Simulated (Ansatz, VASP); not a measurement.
Mn: VASP beside Ansatz

```
Mn
1.0
     2.50594    0.00000    0.00000
    -1.25297    2.17021    0.00000
     0.00000    0.00000    4.05963
Mn
2
Direct
  0.33333 0.66667 0.25000
  0.66667 0.33333 0.75000
```

Alike in both runs: task relaxation of cell and atoms; functional PBE; k mesh 17 × 17 × 9; occupations fermi-dirac, width 0.05 eV; no spin polarisation.

|  | VASP | Ansatz |
| --- | --- | --- |
| version | VASP 6.6.1 | Ansatz 0.2.0 |
| potentials or method | VASP PAW PBE potentials, release 64 (Mn_pv) | PAW with Ansatz's default frozen-core files, scalar-relativistic |
| plane-wave cutoff (eV) | 600 | 420 |
| valence electrons in the cell | 26 | 30 |

```tsv
	VASP	Ansatz	Ansatz less VASP
relaxed volume (Å³/atom)	10.70	10.71	+0.009
relaxed cell length with the largest relative difference (Å)	4.012	4.015	+0.0029
```

VASP's potentials hold 26 valence electrons a cell and Ansatz's 30, so a difference there can come from the potentials and not from the codes.
